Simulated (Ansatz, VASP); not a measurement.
## Two plane-wave programs on KBr

```
CELL_PARAMETERS angstrom
0.00000 3.35267 3.35267
3.35267 0.00000 3.35267
3.35267 3.35267 0.00000
ATOMIC_POSITIONS crystal
K 0.00000 0.00000 0.00000
Br 0.50000 0.50000 0.50000
```

Alike in both runs: task single point; functional PBE; k mesh 10 × 10 × 10; occupations gaussian, width 0.05 eV; no spin polarisation.

|  | VASP | Ansatz |
| --- | --- | --- |
| version | VASP 6.6.1 | Ansatz 0.2.0 |
| potentials or method | VASP PAW PBE potentials, release 64 (K_sv, Br), cutoff 520 eV | scalar-relativistic, plane waves, PAW |
| valence electrons in the cell | 16 | 16 |

|  | VASP | Ansatz | Ansatz less VASP |
| --- | --- | --- | --- |
| gap on the k mesh at the Fermi level (eV) | 4.31 | 4.31 | +0.001 |
| least direct gap on the mesh (eV) | 4.31 | 4.31 | +0.001 |
| pressure (GPa) | 0.0 | 0.0 | -0.03 |
